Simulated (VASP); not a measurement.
Crystal: SiNi.

```
CELL_PARAMETERS angstrom
2.94277 0.00000 0.00000
0.00000 3.28033 0.00000
0.00000 0.00000 4.67745
ATOMIC_POSITIONS crystal
Ni 0.50000 0.50000 0.34250
Ni 0.00000 0.00000 0.65750
Si 0.50000 0.50000 0.84314
Si 0.00000 0.00000 0.15686
```

Base run:

- Program: VASP 6.6.1
- Functional: r2SCAN
- Potentials or basis: VASP PAW PBE potentials, release 64 (Ni, Si)
- Cutoff: 660 eV
- k mesh: 9 × 8 × 6
- Occupations: fermi-dirac, width 0.05 eV
- Spin: collinear spin, ferromagnetic start
- Starting moments: [1.0, 1.0, 0.0, 0.0] μB
- Hubbard terms: Ni d U = 5.0 eV

Its results: band gap on the k mesh zero (filled and empty bands overlap); pressure -7.7 GPa; net moment 0.00 μB per cell; largest force 0.295 eV/Å.

Question: The run is repeated on the same cell with these changes: hubbard terms from Ni d U = 5.0 eV to Ni d U = 2.0 eV. What comes out?

Answer: Band gap on the k mesh zero (filled and empty bands overlap); pressure -2.6 GPa; net moment 0.00 μB per cell; largest force 0.122 eV/Å.

Caveats: the moments typed at the start vanished in this run; the PAW data sets were made with another functional, which shifts forces and pressure a little; the U is typed as a test and isn't derived for this compound; the cell stands under tension (at least some runs).
